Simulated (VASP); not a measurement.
# CdF2 (Fm-3m) in VASP: notebook

Runs on CdF2. Level: LDA. Tasks: single point.

All numbers are computed with VASP 6.6.1; they aren't measurements. Logs are shortened: lines on timing, memory, paths and dates and some standing lists are left out, and cuts for length are marked.

### 1 The cell of the first run

The structure is cubic, space group Fm-3m (No. 225). Conventional cell: a = 5.104 Å, b = 5.104 Å, c = 5.104 Å, α = 90.00°, β = 90.00°, γ = 90.00°. Within 2.9 Å of Cd (site symmetry m-3m) lie 8 F at 2.21 Å. Within 2.9 Å of F (site symmetry -43m) lie 4 Cd at 2.21 Å and 6 F at 2.55 Å.

### 2 Single point, LDA (volume scaled by 0.85)

INCAR reads:

```
SYSTEM = CdF2
ALGO = Normal ; EDIFF = 1E-7
ENCUT = 520 ; ISIF = 2
ISMEAR = -1 ; LASPH = .TRUE.
LCHARG = .FALSE. ; LREAL = .FALSE.
LWAVE = .FALSE. ; NBANDS = 20
NELM = 60 ; PREC = Accurate
SIGMA = 0.03
```

KPOINTS reads:

```
k-points
0
G
  9 9 9
  0 0 0
```

POSCAR reads:

```
CdF2
1.0
    0.0000000000      2.5519406310      2.5519406310
    2.5519406310      0.0000000000      2.5519406310
    2.5519406310      2.5519406310      0.0000000000
Cd F
1 2
Direct
    0.0000000000      0.0000000000      0.0000000000
    0.2500000000      0.2500000000      0.2500000000
    0.7500000000      0.7500000000      0.7500000000
```

Potentials or basis: VASP PAW LDA potentials, release 64 (Cd, F).

Launch:

```
$ cat potpaw_LDA.64/Cd/POTCAR potpaw_LDA.64/F/POTCAR > POTCAR
$ mpirun -np 1 vasp_std > vasp.out
```

OUTCAR:

```text
SYSTEM = CdF2
   EDIFF = 1E-7
   ENCUT = 520
   ISIF = 2
   ISMEAR = -1
   LASPH = .TRUE.
   LREAL = .FALSE.
   NELM = 60
   PREC = Accurate

 ion  position               nearest neighbor table
   1  0.000  0.000  0.000-   3 2.21   3 2.21   3 2.21   2 2.21   3 2.21   2 2.21   2 2.21   2 2.21

   2  0.250  0.250  0.250-   1 2.21   1 2.21   1 2.21   1 2.21
   3  0.750  0.750  0.750-   1 2.21   1 2.21   1 2.21   1 2.21

  LATTYP: Found a face centered cubic cell.
 ALAT       =     5.1038812620

  Lattice vectors:

 A1 = (   0.0000000000,   2.5519406310,   2.5519406310)
 A2 = (   2.5519406310,   0.0000000000,   2.5519406310)
 A3 = (   2.5519406310,   2.5519406310,   0.0000000000)

Analysis of symmetry for initial positions (statically):
=====================================================================
 Subroutine PRICEL returns:
 Original cell was already a primitive cell.

 Routine SETGRP: Setting up the symmetry group for a
 face centered cubic supercell.

 Subroutine GETGRP returns: Found 48 space group operations
 (whereof 48 operations were pure point group operations)
 out of a pool of 48 trial point group operations.

The static configuration has the point symmetry O_h .

Analysis of symmetry for dynamics (positions and initial velocities):
=====================================================================
 Subroutine PRICEL returns:
 Original cell was already a primitive cell.

 Routine SETGRP: Setting up the symmetry group for a
 face centered cubic supercell.

 Subroutine GETGRP returns: Found 48 space group operations
 (whereof 48 operations were pure point group operations)
 out of a pool of 48 trial point group operations.

The dynamic configuration has the point symmetry O_h .

 Subroutine INISYM returns: Found 48 space group operations
 (whereof 48 operations are pure point group operations),
 and found     1 'primitive' translations

----------------------------------------------------------------------------------------

                                     Primitive cell

  volume of cell :      33.2385

  direct lattice vectors                    reciprocal lattice vectors
     0.000000000  2.551940631  2.551940631    -0.195929323  0.195929323  0.195929323
     2.551940631  0.000000000  2.551940631     0.195929323 -0.195929323  0.195929323
     2.551940631  2.551940631  0.000000000     0.195929323  0.195929323 -0.195929323

  length of vectors
     3.608989051  3.608989051  3.608989051     0.339359542  0.339359542  0.339359542

  position of ions in fractional coordinates (direct lattice)
     0.000000000  0.000000000  0.000000000
     0.250000000  0.250000000  0.250000000
     0.750000000  0.750000000  0.750000000

  ion indices of the primitive-cell ions
   primitive index   ion index
                 1           1
                 2           2
                 3           3

----------------------------------------------------------------------------------------

 KPOINTS: k-points

Automatic generation of k-mesh.
 Grid dimensions read from file:
 generate k-points for:    9    9    9

 Generating k-lattice:

  Cartesian coordinates                     Fractional coordinates (reciprocal lattice)
    -0.021769925  0.021769925  0.021769925     0.111111111  0.000000000  0.000000000
     0.021769925 -0.021769925  0.021769925     0.000000000  0.111111111  0.000000000
     0.021769925  0.021769925 -0.021769925     0.000000000  0.000000000  0.111111111

  Length of vectors
     0.037706616  0.037706616  0.037706616

  Shift w.r.t. Gamma in fractional coordinates (k-lattice)
     0.000000000  0.000000000  0.000000000

 Subroutine IBZKPT returns following result:
 ===========================================

 Found     35 irreducible k-points:

 Following reciprocal coordinates:
            Coordinates               Weight
  0.000000  0.000000  0.000000      1.000000
  0.111111  0.000000  0.000000      8.000000
  0.222222  0.000000  0.000000      8.000000
  0.333333  0.000000  0.000000      8.000000
  0.444444  0.000000  0.000000      8.000000
  0.111111  0.111111  0.000000      6.000000
[... 16 lines left out ...]
 -0.333333  0.333333  0.000000     12.000000
  0.444444  0.444444  0.000000      6.000000
 [... further k-points ...]
   k-points           NKPTS =     35   k-points in BZ     NKDIM =     35   number of bands    NBANDS=     20
   number of dos      NEDOS =    301   number of ions     NIONS =      3
   total plane-waves  NPLWV =  21952
   dimension x,y,z NGX =    28 NGY =   28 NGZ =   28
   dimension x,y,z NGXF=    56 NGYF=   56 NGZF=   56
   ions per type =               1   2
   NGX,Y,Z   is equivalent  to a cutoff of  12.90, 12.90, 12.90 a.u.
   NGXF,Y,Z  is equivalent  to a cutoff of  25.80, 25.80, 25.80 a.u.
 SYSTEM =  CdF2
   PREC   = accura    normal or accurate (medium, high low for compatibility)
   ISTART =      0    job   : 0-new  1-cont  2-samecut
   ICHARG =      2    charge: 1-file 2-atom 10-const
   ISPIN  =      1    spin polarized calculation?
   LNONCOLLINEAR =      F non collinear calculations
   LSORBIT =      F    spin-orbit coupling
   LASPH  =      T    aspherical Exc in radial PAW
   ENCUT  =  520.0 eV  38.22 Ry    6.18 a.u.   6.71  6.71  6.71*2*pi/ulx,y,z
   NELM   =     60;   NELMIN=  2; NELMDL= -5     # of ELM steps
   EDIFF  = 0.1E-06   stopping-criterion for ELM
   LREAL  =      F    real-space projection
   EDIFFG = 0.1E-05   stopping-criterion for IOM
   NSW    =      0    number of steps for IOM
   IBRION =     -1    ionic relax: 0-MD 1-quasi-New 2-CG
   NFREE  =      0    steps in history (QN), initial steepest desc. (CG)
   ISIF   =      2    stress and relaxation
   ISYM   =      2    0-nonsym 1-usesym 2-fastsym
   POTIM  = 0.5000    time-step for ionic-motion
   TEBEG  =    0.0;   TEEND  =   0.0 temperature during run
   PSTRESS=    0.0 pullay stress
   NELECT =      26.0000    total number of electrons
   NUPDOWN=      -1.0000    fix difference up-down
   EMIN   =  10.00;   EMAX   =-10.00  energy-range for DOS
   EFERMI =   0.00;   METHOD = LEGACY
   ISMEAR =    -1;   SIGMA  =   0.03  broadening in eV -4-tet -1-fermi 0-gaus
   EFERMI_NEDOS =   21; number of points for ismear=-14 and -15
   IALGO  =     38    algorithm
   IMIX   =      4    mixing-type and parameters
     AMIX     =   0.40;   BMIX     =  1.00
     AMIX_MAG =   1.60;   BMIX_MAG =  1.00
  volume/ion in A,a.u.               =      11.08        74.77
  Fermi-wavevector in a.u.,A,eV,Ry     =   1.508408  2.850477 30.957248  2.275294
  Thomas-Fermi vector in A             =   2.618866
   LORBIT       =      0    0 simple, 1 ext, 2 COOP (PROOUT), +10 PAW based schemes
   GGA     = CA    functional components
   LHFCALC =     F    Hartree Fock is set to
   AEXX    =    0.0000 exact exchange contribution
   IVDW    =     0    specifies the selected vdW correction
   LEPSILON=     F    determine dielectric tensor
   LRPA    =     F    only Hartree local field effects (RPA)
 non-spin polarized calculation
  energy-cutoff  :      520.00
  volume of cell :       33.24
 maximum number of plane-waves:       914
   NGX = 13   NGY = 13   NGZ = 13

 number of electron      25.9999992 magnetization

 Free energy of the ion-electron system (eV)
  ---------------------------------------------------
  ext. energy  EPLUGINS =         0.00000000
  ---------------------------------------------------
  free energy    TOTEN  =       -12.47735097 eV

  energy without entropy =      -12.47735097  energy(sigma->0) =      -12.47735097

 E-fermi :   0.5459     XC(G=0): -12.0308

 val. band max:       -0.2399890042   @ k =  -0.3333   0.4444   0.2222
 cond. band min:       3.1654709253   @ k =   0.0000   0.0000   0.0000
 fundamental gap:      3.4054599295
 Fermi energy:         0.5458627717

 k-point     1 :       0.0000    0.0000    0.0000
  band No.  band energies     occupation
      1     -21.7758      2.00000
      2     -20.0213      2.00000
      3      -6.6607      2.00000
      4      -6.6607      2.00000
      5      -6.6607      2.00000
      6      -4.5298      2.00000
[... 12 lines left out ...]
     19      20.4693      0.00000
     20      20.4693      0.00000

 k-point     2 :       0.1111    0.0000    0.0000
  band No.  band energies     occupation
      1     -21.7135      2.00000
      2     -20.0825      2.00000
      3      -6.5916      2.00000
      4      -6.5916      2.00000
      5      -6.4660      2.00000
      6      -4.5683      2.00000
[... 12 lines left out ...]
     19      20.1722      0.00000
     20      20.1722      0.00000

 k-point     3 :       0.2222    0.0000    0.0000
  band No.  band energies     occupation
      1     -21.5413      2.00000
      2     -20.2451      2.00000
      3      -6.4168      2.00000
      4      -6.4168      2.00000
      5      -5.9244      2.00000
      6      -4.6278      2.00000
[... 12 lines left out ...]
     19      19.5939      0.00000
     20      20.6194      0.00000

 k-point     4 :       0.3333    0.0000    0.0000
  band No.  band energies     occupation
      1     -21.2968      2.00000
      2     -20.4704      2.00000
      3      -6.2319      2.00000
      4      -6.2319      2.00000
      5      -5.1507      2.00000
      6      -4.5916      2.00000
[... 12 lines left out ...]
     19      19.0764      0.00000
     20      20.3458      0.00000

 k-point     5 :       0.4444    0.0000    0.0000
  band No.  band energies     occupation
      1     -21.0324      2.00000
      2     -20.7180      2.00000
      3      -6.1330      2.00000
      4      -6.1330      2.00000
      5      -4.4509      2.00000
      6      -4.4509      2.00000
[... 12 lines left out ...]
     19      18.7489      0.00000
     20      19.7147      0.00000
[... 353 lines left out ...]
      6      -4.4323      2.00000
[... 12 lines left out ...]
     19      21.2877      0.00000
     20      21.3798      0.00000

 k-point    22 :      -0.4444    0.3333    0.0000
  band No.  band energies     occupation
      1     -20.9503      2.00000
      2     -20.7206      2.00000
      3      -6.3559      2.00000
      4      -5.3973      2.00000
      5      -5.1798      2.00000
      6      -4.6964      2.00000
[... 12 lines left out ...]
     19      21.2558      0.00000
     20      21.7795      0.00000

 k-point    23 :      -0.3333    0.3333    0.0000
  band No.  band energies     occupation
      1     -20.8625      2.00000
      2     -20.8213      2.00000
      3      -6.2156      2.00000
      4      -5.4424      2.00000
      5      -5.0739      2.00000
      6      -4.9802      2.00000
[... 12 lines left out ...]
     19      20.0267      0.00000
     20      22.4581      0.00000

 k-point    24 :       0.4444    0.4444    0.0000
  band No.  band energies     occupation
      1     -21.0383      2.00000
      2     -20.6218      2.00000
      3      -6.6325      2.00000
      4      -5.2298      2.00000
      5      -5.2298      2.00000
      6      -4.3396      2.00000
[... 12 lines left out ...]
     19      20.7404      0.00000
     20      21.4797      0.00000

 [... further k-points ...]
[... 5 lines left out ...]
  --------------------------------------------------------------------------------------
  -------------------------------------------------------------------------------------
  Total        4.3320109      4.3320109      4.3320109      0.0000000      0.0000000     -0.0000000
  in kB      208.8134322    208.8134322    208.8134322      0.0000000      0.0000000     -0.0000000
  external PRESSURE =     208.8134322 kB  Pullay stress =       0.0000000 kB

 VOLUME and BASIS-vectors are now :
 -----------------------------------------------------------------------------
  energy-cutoff  :      520.00
  volume of cell :       33.24
      direct lattice vectors                 reciprocal lattice vectors
     0.000000000  2.551940631  2.551940631    -0.195929323  0.195929323  0.195929323
     2.551940631  0.000000000  2.551940631     0.195929323 -0.195929323  0.195929323
     2.551940631  2.551940631  0.000000000     0.195929323  0.195929323 -0.195929323

 POSITION                                       TOTAL-FORCE (eV/Angst)
 -----------------------------------------------------------------------------------
      0.00000      0.00000      0.00000        -0.000000     -0.000000     -0.000000
      1.27597      1.27597      1.27597         0.000000      0.000000     -0.000000
      3.82791      3.82791      3.82791        -0.000000     -0.000000      0.000000
 -----------------------------------------------------------------------------------
    total drift:                                0.000000      0.000000      0.000000

  FREE ENERGIE OF THE ION-ELECTRON SYSTEM (eV)
  ---------------------------------------------------
  free  energy   TOTEN  =       -12.4773509667 eV

  energy  without entropy=      -12.4773509667  energy(sigma->0) =      -12.47735097
```

It took 49 s on 1 thread of AMD EPYC 7R13, shared host; peak memory 0.12 GiB.

Results:

- Free energy: -12.4774 eV
- Pressure: 20.9 GPa
- Band gap on the k mesh: 3.41 eV, indirect (least direct gap 3.60 eV)

Levels at points of the mesh, in eV from the valence-band top:
```
           k point  band 9  band 10  band 11  band 12  band 13  band 14  band 15  band 16  band 17  band 18
(0.00, 0.00, 0.00)   -1.49    -1.49    -0.20    -0.20    -0.20     3.41    13.01    13.01    13.01    18.61
```

[end of part 1 of 2]
